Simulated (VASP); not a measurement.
# Pb (Fm-3m) in VASP: a series of runs

The runs below take Pb through single point, with r2SCAN0, r2SCANh.

All numbers are computed with VASP 6.6.1; they aren't measurements. Logs are shortened: lines on timing, memory, paths and dates and some standing lists are left out, and cuts for length are marked.

**1. The cell of the first run**

The structure is cubic, space group Fm-3m (No. 225). Conventional cell: a = 4.950 Å, b = 4.950 Å, c = 4.950 Å, α = 90.00°, β = 90.00°, γ = 90.00°. Pb (site symmetry m-3m) has 12 Pb at 3.50 Å within 4.6 Å.

**2. Single point, r2SCAN0**

The input, POSCAR:

```
Pb
1.0
    0.0000000000      2.4750200000      2.4750200000
    2.4750200000      0.0000000000      2.4750200000
    2.4750200000      2.4750200000      0.0000000000
Pb
1
Direct
    0.0000000000      0.0000000000      0.0000000000
```

The input, INCAR.step1:

```
SYSTEM = Pb
PREC = Accurate
ENCUT = 520
EDIFF = 1E-5
ISMEAR = -1
SIGMA = 0.05
LREAL = .FALSE.
LASPH = .TRUE.
NELM = 60
ALGO = Normal
ISIF = 2
LWAVE = .TRUE.
LCHARG = .FALSE.
GGA = PE
NBANDS = 13
```

The input, INCAR.step2:

```
SYSTEM = Pb
PREC = Accurate
ENCUT = 520
EDIFF = 1E-6
ISMEAR = -1
SIGMA = 0.05
LREAL = .FALSE.
LASPH = .TRUE.
NELM = 60
ALGO = Normal
ISIF = 2
LWAVE = .FALSE.
LCHARG = .FALSE.
METAGGA = R2SCAN
LHFCALC = .TRUE.
AEXX = 0.25
LMIXTAU = .TRUE.
PRECFOCK = Normal
ISTART = 1
NBANDS = 13
```

The input, KPOINTS:

```
Automatic mesh
0
G
  5 5 5
  0 0 0
```

Potentials or basis: VASP PAW PBE potentials, release 64 (Pb_d).

Run with:

```console
$ cat potpaw_PBE.64/Pb_d/POTCAR > POTCAR
$ cp INCAR.step1 INCAR
$ mpirun -np 1 vasp_std > vasp.out
$ cp INCAR.step2 INCAR
$ mpirun -np 1 vasp_std > vasp.out
```

OUTCAR:

```text
SYSTEM = Pb
   PREC = Accurate
   ENCUT = 520
   EDIFF = 1E-6
   ISMEAR = -1
   LREAL = .FALSE.
   LASPH = .TRUE.
   NELM = 60
   ISIF = 2
   METAGGA = R2SCAN
   LHFCALC = .TRUE.
   AEXX = 0.25
   PRECFOCK = Normal
   ISTART = 1

 ion  position               nearest neighbor table
   1  0.000  0.000  0.000-

  LATTYP: Found a face centered cubic cell.
 ALAT       =     4.9500400000

  Lattice vectors:

 A1 = (   0.0000000000,   2.4750200000,   2.4750200000)
 A2 = (   2.4750200000,   0.0000000000,   2.4750200000)
 A3 = (   2.4750200000,   2.4750200000,   0.0000000000)

Analysis of symmetry for initial positions (statically):
=====================================================================
 Subroutine PRICEL returns:
 Original cell was already a primitive cell.

 Routine SETGRP: Setting up the symmetry group for a
 face centered cubic supercell.

 Subroutine GETGRP returns: Found 48 space group operations
 (whereof 48 operations were pure point group operations)
 out of a pool of 48 trial point group operations.

The static configuration has the point symmetry O_h .

Analysis of symmetry for dynamics (positions and initial velocities):
=====================================================================
 Subroutine PRICEL returns:
 Original cell was already a primitive cell.

 Routine SETGRP: Setting up the symmetry group for a
 face centered cubic supercell.

 Subroutine GETGRP returns: Found 48 space group operations
 (whereof 48 operations were pure point group operations)
 out of a pool of 48 trial point group operations.

The dynamic configuration has the point symmetry O_h .

 Subroutine INISYM returns: Found 48 space group operations
 (whereof 48 operations are pure point group operations),
 and found     1 'primitive' translations

----------------------------------------------------------------------------------------

                                     Primitive cell

  volume of cell :      30.3226

  direct lattice vectors                    reciprocal lattice vectors
     0.000000000  2.475020000  2.475020000    -0.202018570  0.202018570  0.202018570
     2.475020000  0.000000000  2.475020000     0.202018570 -0.202018570  0.202018570
     2.475020000  2.475020000  0.000000000     0.202018570  0.202018570 -0.202018570

  length of vectors
     3.500206851  3.500206851  3.500206851     0.349906427  0.349906427  0.349906427

  position of ions in fractional coordinates (direct lattice)
     0.000000000  0.000000000  0.000000000

  ion indices of the primitive-cell ions
   primitive index   ion index
                 1           1

----------------------------------------------------------------------------------------

 KPOINTS: Automatic mesh

Automatic generation of k-mesh.
 Grid dimensions read from file:
 generate k-points for:    5    5    5

 Generating k-lattice:

  Cartesian coordinates                     Fractional coordinates (reciprocal lattice)
    -0.040403714  0.040403714  0.040403714     0.200000000  0.000000000  0.000000000
     0.040403714 -0.040403714  0.040403714     0.000000000  0.200000000  0.000000000
     0.040403714  0.040403714 -0.040403714     0.000000000  0.000000000  0.200000000

  Length of vectors
     0.069981285  0.069981285  0.069981285

  Shift w.r.t. Gamma in fractional coordinates (k-lattice)
     0.000000000  0.000000000  0.000000000

 Subroutine IBZKPT returns following result:
 ===========================================

 Found     10 irreducible k-points:

 Following reciprocal coordinates:
            Coordinates               Weight
  0.000000  0.000000  0.000000      1.000000
  0.200000  0.000000  0.000000      8.000000
  0.400000  0.000000  0.000000      8.000000
  0.200000  0.200000  0.000000      6.000000
  0.400000  0.200000  0.000000     24.000000
 -0.400000  0.200000  0.000000     24.000000
 -0.200000  0.200000  0.000000     12.000000
  0.400000  0.400000  0.000000      6.000000
 -0.400000  0.400000  0.000000     12.000000
 -0.400000  0.400000  0.200000     24.000000
   k-points           NKPTS =     10   k-points in BZ     NKDIM =    125   number of bands    NBANDS=     13
   number of dos      NEDOS =    301   number of ions     NIONS =      1
   total plane-waves  NPLWV =  21952
   dimension x,y,z NGX =    28 NGY =   28 NGZ =   28
   dimension x,y,z NGXF=    56 NGYF=   56 NGZF=   56
   ions per type =               1
   NGX,Y,Z   is equivalent  to a cutoff of  13.30, 13.30, 13.30 a.u.
   NGXF,Y,Z  is equivalent  to a cutoff of  26.60, 26.60, 26.60 a.u.
 SYSTEM =  Pb
   PREC   = accura    normal or accurate (medium, high low for compatibility)
   ISTART =      1    job   : 0-new  1-cont  2-samecut
   ICHARG =      0    charge: 1-file 2-atom 10-const
   ISPIN  =      1    spin polarized calculation?
   LNONCOLLINEAR =      F non collinear calculations
   LSORBIT =      F    spin-orbit coupling
   LASPH  =      T    aspherical Exc in radial PAW
   ENCUT  =  520.0 eV  38.22 Ry    6.18 a.u.   6.51  6.51  6.51*2*pi/ulx,y,z
   NELM   =     60;   NELMIN=  2; NELMDL=  0     # of ELM steps
   EDIFF  = 0.1E-05   stopping-criterion for ELM
   LREAL  =      F    real-space projection
   EDIFFG = 0.1E-04   stopping-criterion for IOM
   NSW    =      0    number of steps for IOM
   IBRION =     -1    ionic relax: 0-MD 1-quasi-New 2-CG
   NFREE  =      0    steps in history (QN), initial steepest desc. (CG)
   ISIF   =      2    stress and relaxation
   ISYM   =      3    0-nonsym 1-usesym 2-fastsym
   POTIM  = 0.5000    time-step for ionic-motion
   TEBEG  =    0.0;   TEEND  =   0.0 temperature during run
   PSTRESS=    0.0 pullay stress
   NELECT =      14.0000    total number of electrons
   NUPDOWN=      -1.0000    fix difference up-down
   EMIN   =  10.00;   EMAX   =-10.00  energy-range for DOS
   EFERMI =   0.00;   METHOD = LEGACY
   ISMEAR =    -1;   SIGMA  =   0.05  broadening in eV -4-tet -1-fermi 0-gaus
   EFERMI_NEDOS =   21; number of points for ismear=-14 and -15
   IALGO  =     38    algorithm
   IMIX   =      1    mixing-type and parameters
     AMIX     =   0.40;   BMIX     =  1.00
     AMIX_MAG =   1.60;   BMIX_MAG =  1.00
  volume/ion in A,a.u.               =      30.32       204.63
  Fermi-wavevector in a.u.,A,eV,Ry     =   1.265306  2.391081 21.782907  1.600999
  Thomas-Fermi vector in A             =   2.398566
   LORBIT       =      0    0 simple, 1 ext, 2 COOP (PROOUT), +10 PAW based schemes
   METAGGA = R2SCAN    functional components
   LHFCALC =     T    Hartree Fock is set to
   PRECFOCK=normal    Normal, Fast or Accurate (Low or Medium for compatibility)
   ENCUT4O =  -1.0   cutoff for four orbital integrals eV
   NKREDX  =     1    reduce k-point grid by
   NKREDY  =     1    reduce k-point grid by
   NKREDZ  =     1    reduce k-point grid by
   AEXX    =    0.2500 exact exchange contribution
   HFSCREEN=    0.0000 screening length (either q_TF or 0.3 A-1)
   HFSCREENC=   0.0000 screening length for correlation (either q_TF or 0.3 A-1)
   ENCUTFOCK=  -1.0 apply spherical cutoff to Coloumb kernel
   IVDW    =     0    specifies the selected vdW correction
   LEPSILON=     F    determine dielectric tensor
   LRPA    =     F    only Hartree local field effects (RPA)
 non-spin polarized calculation
  energy-cutoff  :      520.00
  volume of cell :       30.32
 maximum number of plane-waves:       869
 NGX is ok and might be reduce to    28
  NGX = 20; NGY = 20; NGZ = 20

 number of electron      13.9999999 magnetization

 Free energy of the ion-electron system (eV)
  ---------------------------------------------------
  ext. energy  EPLUGINS =         0.00000000
  ---------------------------------------------------
  free energy    TOTEN  =       -44.43450652 eV

  energy without entropy =      -44.42180125  energy(sigma->0) =      -44.42815389

 E-fermi :   6.6856     XC(G=0):  -8.5615

 val. band max:        6.6600977065   @ k =  -0.4000   0.4000   0.2000
 cond. band min:       7.8133391042   @ k =  -0.2000   0.2000   0.0000
 fundamental gap:      1.1532413977
 Fermi energy:         6.6856423184

 k-point     1 :       0.0000    0.0000    0.0000
  band No.  band energies     occupation
      1     -12.7074      2.00000
      2     -12.7074      2.00000
      3     -12.7074      2.00000
      4     -12.5521      2.00000
      5     -12.5521      2.00000
      6      -6.7806      2.00000
      7      15.9730      0.00000
      8      15.9730      0.00000
      9      15.9730      0.00000
     10      18.5080      0.00000
     11      20.3998      0.00000
     12      21.2385      0.00000
     13      21.2385      0.00000

 k-point     2 :       0.2000    0.0000    0.0000
  band No.  band energies     occupation
      1     -12.7143      2.00000
      2     -12.6693      2.00000
      3     -12.6693      2.00000
      4     -12.5368      2.00000
      5     -12.5368      2.00000
      6      -5.8879      2.00000
      7      10.1654      0.00000
      8      15.1106      0.00000
      9      15.1106      0.00000
     10      17.7383      0.00000
     11      21.1103      0.00000
     12      21.7019      0.00000
     13      21.7019      0.00000

 k-point     3 :       0.4000    0.0000    0.0000
  band No.  band energies     occupation
      1     -12.7407      2.00000
      2     -12.6886      2.00000
      3     -12.6886      2.00000
      4     -12.4284      2.00000
      5     -12.4284      2.00000
      6      -3.3843      2.00000
      7       3.2546      2.00000
      8      14.0758      0.00000
      9      14.0758      0.00000
     10      17.6813      0.00000
     11      18.7410      0.00000
     12      20.0853      0.00000
     13      20.0853      0.00000

 k-point     4 :       0.2000    0.2000    0.0000
  band No.  band energies     occupation
      1     -12.7714      2.00000
      2     -12.6243      2.00000
      3     -12.5955      2.00000
      4     -12.5955      2.00000
      5     -12.5050      2.00000
      6      -5.5919      2.00000
      7      11.7098      0.00000
      8      12.9345      0.00000
      9      12.9345      0.00000
     10      16.4572      0.00000
     11      17.4820      0.00000
     12      25.1230      0.00000
     13      25.1325      0.00000

 k-point     5 :       0.4000    0.2000    0.0000
  band No.  band energies     occupation
      1     -12.7760      2.00000
      2     -12.6703      2.00000
      3     -12.5786      2.00000
      4     -12.5180      2.00000
      5     -12.4153      2.00000
      6      -3.5812      2.00000
      7       5.6343      2.00000
      8      10.8556      0.00000
      9      11.8877      0.00000
     10      15.7528      0.00000
     11      19.4338      0.00000
     12      23.2404      0.00000
     13      23.5791      0.00000

 k-point     6 :      -0.4000    0.2000    0.0000
  band No.  band energies     occupation
      1     -12.7389      2.00000
      2     -12.6509      2.00000
      3     -12.6046      2.00000
      4     -12.4875      2.00000
      5     -12.4321      2.00000
      6      -1.9914      2.00000
      7       2.9510      2.00000
      8       9.0535      0.00000
      9      12.6788      0.00000
     10      16.0843      0.00000
     11      21.5126      0.00000
     12      22.1133      0.00000
     13      24.8939      0.00000

 k-point     7 :      -0.2000    0.2000    0.0000
  band No.  band energies     occupation
      1     -12.6958      2.00000
      2     -12.6790      2.00000
      3     -12.5857      2.00000
      4     -12.5832      2.00000
      5     -12.4695      2.00000
      6      -4.4290      2.00000
      7       7.8133      0.00000
      8       9.6642      0.00000
      9      14.8968      0.00000
     10      17.9333      0.00000
     11      20.3842      0.00000
     12      21.4227      0.00000
     13      22.2021      0.00000

 k-point     8 :       0.4000    0.4000    0.0000
  band No.  band energies     occupation
      1     -12.8745      2.00000
      2     -12.7655      2.00000
      3     -12.4286      2.00000
      4     -12.4025      2.00000
      5     -12.4025      2.00000
      6      -2.1850      2.00000
      7       4.7868      2.00000
      8      10.2276      0.00000
      9      10.2276      0.00000
     10      14.0492      0.00000
     11      15.0201      0.00000
     12      27.6889      0.00000
     13      28.6857      0.00000

 k-point     9 :      -0.4000    0.4000    0.0000
  band No.  band energies     occupation
      1     -12.8261      2.00000
      2     -12.7215      2.00000
      3     -12.4609      2.00000
      4     -12.4454      2.00000
      5     -12.3975      2.00000
      6      -0.7397      2.00000
      7       3.6623      2.00000
      8       6.1669      1.99994
      9      10.5611      0.00000
     10      14.5857      0.00000
     11      18.6361      0.00000
     12      26.0398      0.00000
     13      27.0140      0.00000

 k-point    10 :      -0.4000    0.4000    0.2000
  band No.  band energies     occupation
      1     -12.7161      2.00000
      2     -12.7014      2.00000
      3     -12.5803      2.00000
      4     -12.4758      2.00000
      5     -12.4050      2.00000
      6      -1.4901      2.00000
      7       4.7214      2.00000
      8       6.6601      1.25003
      9       9.3306      0.00000
     10      18.4993      0.00000
     11      19.5530      0.00000
     12      21.1399      0.00000
     13      25.2677      0.00000

------------------------ aborting loop because EDIFF is reached ----------------------------------------

  FORCE on cell =-STRESS in cart. coord.  units (eV):
  Direction    XX          YY          ZZ          XY          YZ          ZX
  --------------------------------------------------------------------------------------
  -------------------------------------------------------------------------------------
  Total       -0.0512782     -0.0512782     -0.0512782     -0.0000000      0.0000000      0.0000000
  in kB       -2.7094271     -2.7094271     -2.7094271     -0.0000000      0.0000000      0.0000000
  external PRESSURE =      -2.7094271 kB  Pullay stress =       0.0000000 kB

 VOLUME and BASIS-vectors are now :
 -----------------------------------------------------------------------------
  energy-cutoff  :      520.00
  volume of cell :       30.32
      direct lattice vectors                 reciprocal lattice vectors
     0.000000000  2.475020000  2.475020000    -0.202018570  0.202018570  0.202018570
     2.475020000  0.000000000  2.475020000     0.202018570 -0.202018570  0.202018570
     2.475020000  2.475020000  0.000000000     0.202018570  0.202018570 -0.202018570

 POSITION                                       TOTAL-FORCE (eV/Angst)
 -----------------------------------------------------------------------------------
      0.00000      0.00000      0.00000         0.000000      0.000000      0.000000
 -----------------------------------------------------------------------------------
    total drift:                               -0.000000     -0.000000      0.000000

  FREE ENERGIE OF THE ION-ELECTRON SYSTEM (eV)
  ---------------------------------------------------
  free  energy   TOTEN  =       -44.4345065220 eV

  energy  without entropy=      -44.4218012512  energy(sigma->0) =      -44.42815389
```

Wall time 6.3 min (1 thread of AMD EPYC 7R13 (Zen 3), shared host); peak memory 0.14 GiB.

What came out:

- Free energy: -44.4345 eV
- Pressure: -0.3 GPa
- Band gap on the k mesh: zero (bands 7 and 8 overlap by 9.81 eV)

Levels at points of the mesh, in eV from the Fermi level:
```csv
k point,band 5,band 6,band 7,band 8,band 9,band 10
"(0.00, 0.00, 0.00)",-19.24,-13.47,9.29,9.29,9.29,11.82
```

Caveat: the k points lie up to 0.44 Å⁻¹ apart, too coarse for converged energies and pressures of a metal; the PAW data sets were made with another functional, which shifts forces and pressure a little; spin-orbit coupling is left out, which moves the levels of the heavy elements.

**3. Single point, r2SCANh**

POSCAR is that of step 2.

The input, INCAR.step1:

```
ALGO = Normal ; EDIFF = 1E-5
ENCUT = 520 ; GGA = PE
ISIF = 2 ; ISMEAR = -1
LASPH = T ; LCHARG = F
LREAL = F ; LWAVE = T
NBANDS = 13 ; NELM = 80
PREC = Accurate ; SIGMA = 0.05
```

The input, INCAR.step2:

```
AEXX = 0.1 ; ALGO = Normal
EDIFF = 1E-6 ; ENCUT = 520
ISIF = 2 ; ISMEAR = -1
ISTART = 1 ; LASPH = T
LCHARG = F ; LHFCALC = T
LMIXTAU = T ; LREAL = F
LWAVE = F ; METAGGA = R2SCAN
NBANDS = 13 ; NELM = 80
PREC = Accurate ; PRECFOCK = Normal
SIGMA = 0.05
```

The input, KPOINTS:

```
k-points
0
Gamma
  5 5 5
```

Potentials or basis: VASP PAW PBE potentials, release 64 (Pb_d).

Run with:

```console
$ cat potpaw_PBE.64/Pb_d/POTCAR > POTCAR
$ cp INCAR.step1 INCAR
$ mpirun -np 1 vasp_std > vasp.out
$ cp INCAR.step2 INCAR
$ mpirun -np 1 vasp_std > vasp.out
```

Wall time 5.7 min (1 thread of AMD EPYC 7R13 (Zen 3), shared host); peak memory 0.14 GiB.

It converged, with:

| Item | Value |
| --- | --- |
| Free energy | -51.5177 eV |
| Pressure | 0.3 GPa |
| Band gap on the k mesh | zero (bands 7 and 8 overlap by 8.92 eV) |

Levels at points of the mesh, in eV from the Fermi level:
| k point | band 3 | band 4 | band 5 | band 6 | band 7 | band 8 | band 9 | band 10 | band 11 | band 12 |
| --- | --- | --- | --- | --- | --- | --- | --- | --- | --- | --- |
| (0.00, 0.00, 0.00) | -18.20 | -18.05 | -18.05 | -12.57 | 8.56 | 8.56 | 8.56 | 11.18 | 13.07 | 13.87 |

Caveat: the k points lie up to 0.44 Å⁻¹ apart, too coarse for converged energies and pressures of a metal; the PAW data sets were made with another functional, which shifts forces and pressure a little; spin-orbit coupling is left out, which moves the levels of the heavy elements.

(Part 1 of 2 ends here.)

The gap in the log of VASP goes by the Fermi energy; the results here count the filled bands.